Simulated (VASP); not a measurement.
Input of a VASP 6.6.1 run:

File INCAR:

```
  PREC = Accurate
  ENCUT = 550
  EDIFF = 1E-8
  ISMEAR = 0
  SIGMA = 0.01
  LREAL = False
  LASPH = True
  NELM = 120
  ALGO = Normal
  ISIF = 2
  LWAVE = False
  LCHARG = False
  METAGGA = R2SCAN
  LMIXTAU = True
  NBANDS = 14
  IBRION = 6
  NFREE = 2
  POTIM = 0.015
  NSW = 1
  GGA_COMPAT = False
```

The input KPOINTS:

```
regular mesh
0
Gamma
  8 8 8
```

The input POSCAR:

```
NaCl
1.0
    2.7015081551      2.7015081551      0.0000000000
   -2.7015081551      2.7015081551      0.0000000000
    0.0000000000      2.7015081551      2.7015081551
Na Cl
1 1
Direct
    0.0000000000      0.0000000000      0.0000000000
    0.5000000000      0.5000000000      0.0000000000
```

Potentials or basis: VASP PAW PBE potentials, release 64 (Na_pv, Cl).

Command:

```sh
$ cat potpaw_PBE.64/Na_pv/POTCAR potpaw_PBE.64/Cl/POTCAR > POTCAR
$ mpirun -np 1 vasp_std > vasp.out
```

(1) Estimate the highest phonon frequency at Γ, LO-TO splitting left out.

## Answers

(1) 214 cm⁻¹.

Caveat: the cell stands under pressure or tension, which shifts response properties.
